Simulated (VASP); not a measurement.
# YbB2 (P6/mmm) in VASP: further runs, part 2 of 2

VASP 6.6.1.

## 5. Single point, PBE

This run uses another cell than the first one, of 11.59 Å³/atom.

INCAR

```
SYSTEM = YbB2
ALGO = Normal ; EDIFF = 1E-6
ENCUT = 520 ; GGA = PE
ISIF = 2 ; ISMEAR = -1
LASPH = .True. ; LCHARG = .True.
LELF = .True. ; LREAL = .False.
LVHAR = .True. ; LWAVE = .False.
NBANDS = 22 ; NELM = 100
PREC = Accurate ; SIGMA = 0.1
```

KPOINTS

```
k-points
0
Gamma
  10 10 7
  0 0 0
```

POSCAR

```
YbB2
1.0
    3.2315508645      0.0000000000      0.0000000000
   -1.6157754322      2.7986051423      0.0000000000
    0.0000000000      0.0000000000      3.8450690251
Yb B
1 2
Direct
    0.0000000000      0.0000000000      0.0000000000
    0.3333333333      0.6666666667      0.5000000000
    0.6666666667      0.3333333333      0.5000000000
```

Potentials or basis: VASP PAW PBE potentials, release 64 (Yb, B).

On the command line:

```console
$ cat potpaw_PBE.64/Yb/POTCAR potpaw_PBE.64/B/POTCAR > POTCAR
$ mpirun -np 1 vasp_std > vasp.out
```

OUTCAR:

```text
SYSTEM = YbB2
   EDIFF = 1E-6
   ENCUT = 520
   GGA = PE
   ISIF = 2
   ISMEAR = -1
   LASPH = .True.
   LREAL = .False.
   NELM = 100
   PREC = Accurate

 ion  position               nearest neighbor table
   1  0.000  0.000  0.000-   2 2.68   3 2.68   2 2.68   3 2.68   2 2.68   2 2.68   3 2.68   3 2.68
                             3 2.68   3 2.68   2 2.68   2 2.68
   2  0.333  0.667  0.500-   3 1.87   3 1.87   3 1.87   1 2.68   1 2.68   1 2.68   1 2.68   1 2.68
                             1 2.68
   3  0.667  0.333  0.500-   2 1.87   2 1.87   2 1.87   1 2.68   1 2.68   1 2.68   1 2.68   1 2.68
                             1 2.68

  LATTYP: Found a hexagonal cell.
 ALAT       =     3.2315508645
 C/A-ratio  =     1.1898525464

  Lattice vectors:

 A1 = (   3.2315508645,   0.0000000000,   0.0000000000)
 A2 = (  -1.6157754322,   2.7986051423,   0.0000000000)
 A3 = (   0.0000000000,   0.0000000000,   3.8450690251)

Analysis of symmetry for initial positions (statically):
=====================================================================
 Subroutine PRICEL returns:
 Original cell was already a primitive cell.

 Routine SETGRP: Setting up the symmetry group for a
 hexagonal supercell.
[... 167 lines left out ...]

 E-fermi :   4.0148     XC(G=0): -12.2085

 val. band max:        3.9852927941   @ k =   0.1000  -0.0000   0.2857
 cond. band min:       4.0181480242   @ k =   0.4000  -0.0000   0.2857
 fundamental gap:      0.0328552301
 Fermi energy:         4.0148095653

 k-point     1 :       0.0000    0.0000    0.0000
  band No.  band energies     occupation
      1     -46.9542      2.00000
      2     -19.1590      2.00000
      3     -18.7727      2.00000
      4     -18.7727      2.00000
      5      -7.0614      2.00000
      6       2.3386      2.00000
[... 589 lines left out ...]
     21      13.7848      0.00000
     22      14.2625      0.00000

 [... further k-points ...]

------------------------ aborting loop because EDIFF is reached ----------------------------------------

  FORCE on cell =-STRESS in cart. coord.  units (eV):
  Direction    XX          YY          ZZ          XY          YZ          ZX
  --------------------------------------------------------------------------------------
  -------------------------------------------------------------------------------------
  Total        0.1244016      0.1244016      0.1373103      0.0000000     -0.0000000      0.0000000
  in kB        5.7316500      5.7316500      6.3264039      0.0000000     -0.0000000      0.0000000
  external PRESSURE =       5.9299013 kB  Pullay stress =       0.0000000 kB

 VOLUME and BASIS-vectors are now :
 -----------------------------------------------------------------------------
  energy-cutoff  :      520.00
  volume of cell :       34.77
      direct lattice vectors                 reciprocal lattice vectors
     3.231550864  0.000000000  0.000000000     0.309448943  0.178660431  0.000000000
    -1.615775432  2.798605142  0.000000000     0.000000000  0.357320861  0.000000000
     0.000000000  0.000000000  3.845069025     0.000000000  0.000000000  0.260073355

 POSITION                                       TOTAL-FORCE (eV/Angst)
 -----------------------------------------------------------------------------------
      0.00000      0.00000      0.00000         0.000000      0.000000      0.000000
     -0.00000      1.86574      1.92253        -0.000000      0.000000      0.000000
      1.61578      0.93287      1.92253         0.000000      0.000000      0.000000
 -----------------------------------------------------------------------------------
    total drift:                               -0.000000      0.000000     -0.000000

  FREE ENERGIE OF THE ION-ELECTRON SYSTEM (eV)
  ---------------------------------------------------
  free  energy   TOTEN  =       -18.1962845167 eV

  energy  without entropy=      -18.0633938058  energy(sigma->0) =      -18.12983916
```

OSZICAR:

```text
N       E                     dE             d eps       ncg     rms          rms(c)
DAV:   1     0.145507692348E+03    0.14551E+03   -0.10955E+04  3480   0.905E+03
DAV:   2    -0.150356368753E+01   -0.14701E+03   -0.13777E+03  3272   0.752E+02
DAV:   3    -0.188922159754E+02   -0.17389E+02   -0.16793E+02  3492   0.130E+02
[... 33 lines left out ...]
DAV:  37    -0.181971262627E+02    0.25336E-02   -0.32865E-03  3998   0.756E-01    0.368E+00
DAV:  38    -0.181963365699E+02    0.78969E-03   -0.21372E-03  4512   0.146E+00    0.137E+00
DAV:  39    -0.181962976312E+02    0.38939E-04   -0.45852E-04  4340   0.232E-01    0.403E-01
DAV:  40    -0.181962846725E+02    0.12959E-04   -0.15175E-04  4440   0.320E-01    0.947E-02
DAV:  41    -0.181962845167E+02    0.15587E-06   -0.79981E-06  3954   0.420E-02
   1 F= -.18196285E+02 E0= -.18129839E+02  d E =-.132891E+00
```

stdout:

```text
POSCAR found type information on POSCAR YbB
 POSCAR found :  2 types and       3 ions
 scaLAPACK will be used
 LDA part: xc-table for (Slater+PW92), standard interpolation
 POSCAR, INCAR and KPOINTS ok, starting setup
 FFT: planning ... GRIDC
 FFT: planning ... GRID_SOFT
 FFT: planning ... GRID
 WAVECAR not read
 entering main loop
```

It took 2.8 min on 1 thread of Intel Xeon 8259CL, shared host; peak memory 0.19 GiB.

Results:

- Free energy: -18.1963 eV
- Pressure: 0.6 GPa
- Band gap on the k mesh: zero (bands 15 and 16 overlap by 1.24 eV)

Levels at points of the mesh, in eV from the Fermi level:
```tsv
k point	band 11	band 12	band 13	band 14	band 15	band 16	band 17	band 18	band 19	band 20
(0.00, 0.00, 0.00)	-0.50	-0.44	-0.42	-0.34	-0.34	-0.07	6.44	6.44	6.45	6.79
(0.50, 0.00, 0.00)	-0.55	-0.46	-0.44	-0.40	-0.05	0.08	3.55	5.81	6.80	7.65
```

Caveat: spin-orbit coupling is left out, which moves the levels of the heavy elements. Spin polarisation is off, so any magnetic state and its effect on volume and gap are missing.

## 6. Summary

```tsv
cell	gap on the mesh (eV)	pressure (GPa)
a = 3.170, b = 3.170, c = 3.758 Å, angles 90.0, 90.0, 120.0°, 3 atoms	none	63.9
a = 3.199, b = 3.199, c = 3.798 Å, angles 90.0, 90.0, 120.0°, 3 atoms	none	5.0
a = 3.218, b = 3.218, c = 3.826 Å, angles 90.0, 90.0, 120.0°, 3 atoms	none	2.7
a = 3.232, b = 3.232, c = 3.845 Å, angles 90.0, 90.0, 120.0°, 3 atoms	none	0.6
```

Alike in all rows: task single point; level PBE; potentials or basis VASP PAW PBE potentials, release 64 (Yb, B); no spin polarisation; k mesh 10 × 10 × 7; cutoff (eV) 520; smearing fermi-dirac 0.1 eV.

Caveats: spin-orbit coupling is left out, which moves the levels of the heavy elements; the cell stands under pressure (at least some runs).

Absolute energies hang on the potentials; compare differences alone.

The gap in the log of VASP goes by the Fermi energy; the results here count the filled bands.